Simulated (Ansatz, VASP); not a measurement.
One calculation of TiSe, two programs

```
Ti Se
1.0
     3.60554    0.00000    0.00000
     0.00000    3.60062    0.00000
     0.00000    0.00000   23.80000
Ti Se
1 1
Direct
  0.50000 0.00000 0.29412
  0.00000 0.50000 0.29412
```

Alike in both runs: functional PBE; k mesh 4 × 4 × 1; occupations gaussian, width 0.1 eV; collinear spin.

Ansatz relaxed the structure, and its values are those at the end. VASP's run is a single point on that final structure, the one shown.

```csv
,VASP,Ansatz
version,VASP 6.6.1,Ansatz 0.2.0
potentials or method,"VASP PAW PBE potentials, release 64 (Ti_sv, Se), cutoff 520 eV","scalar-relativistic, plane waves, PAW"
valence electrons in the cell,18,28
```

```tsv
	VASP	Ansatz	Ansatz less VASP
gap on the k mesh at the Fermi level (eV)	none	none	-
net moment per atom (μB)	0.94	0.94	0.000
size of the moment on the site where the two differ most (μB)	1.42	1.32	-0.092
```

Site moments also hang on the region over which each program counts them. A gap of «none» marks a metal or a gap that the smearing closes. VASP's potentials hold 18 valence electrons a cell and Ansatz's 28, so a difference there can come from the potentials and not from the codes. Ansatz's warnings: slab cell height set.

The k mesh is coarse, so the values compare programs but aren't converged.
